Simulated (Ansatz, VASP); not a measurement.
# One calculation of SnO, two programs

```xyz
4
Lattice="3.7919 0.0000 0.0000 0.0000 3.7919 0.0000 0.0000 0.0000 4.4103" Properties=species:S:1:pos:R:3 pbc="T T T"
Sn    0.0000    1.8959    1.0838
Sn    1.8959    0.0000    3.3265
O     0.0000    0.0000    0.0000
O     1.8959    1.8959    0.0000
```

Alike in both runs: task single point; functional LDA; k mesh 12 × 12 × 10; occupations gaussian, width 0.15 eV; no spin polarisation.

|  | VASP | Ansatz |
| --- | --- | --- |
| version | VASP 6.6.1 | Ansatz 0.2.0 |
| potentials or method | VASP PAW LDA potentials, release 64 (Sn_d, O), cutoff 520 eV | scalar-relativistic, plane waves, PAW |
| valence electrons in the cell | 40 | 40 |

```tsv
	VASP	Ansatz	Ansatz less VASP
gap on the k mesh at the Fermi level (eV)	none	none	-
pressure (GPa)	4.1	3.6	-0.51
traceless stress, the component that is largest in VASP (GPa)	2.39	2.42	+0.028
rms of the force components (eV/Å)	0.366	0.315	-0.0513
```

LDA's correlation is that of Perdew and Zunger in VASP and of Perdew and Wang (1992) in Ansatz. Atom by atom the forces differ by 0.051 eV/Å (rms over components). A gap of «none» marks a metal or a gap that the smearing closes.
